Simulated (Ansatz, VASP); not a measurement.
**Ir in VASP and in Ansatz**

```
Ir
1.0
     2.72264    0.00000    0.00000
    -1.36132    2.35788    0.00000
     0.00000    0.00000    4.44490
Ir
2
Direct
  0.33333 0.66667 0.25000
  0.66667 0.33333 0.75000
```

Alike in both runs: functional r2SCAN; k mesh 12 × 12 × 6; occupations gaussian, width 0.1 eV; no spin polarisation.

Ansatz relaxed the structure, and its values are those at the end. VASP's run is a single point on that final structure, the one shown.

```csv
,VASP,Ansatz
version,VASP 6.6.1,Ansatz 0.2.0
potentials or method,"VASP PAW PBE potentials, release 64 (Ir), cutoff 520 eV","scalar-relativistic, plane waves, PAW"
valence electrons in the cell,18,34
```

|  | VASP | Ansatz | Ansatz less VASP |
| --- | --- | --- | --- |
| gap on the k mesh at the Fermi level (eV) | none | none | - |
| pressure (GPa) | 2.3 | -0.2 | -2.48 |

VASP's potentials were made for PBE, not for r2SCAN. A gap of «none» marks a metal or a gap that the smearing closes. VASP's potentials hold 18 valence electrons a cell and Ansatz's 34, so a difference there can come from the potentials and not from the codes.

Spin-orbit coupling is off throughout.
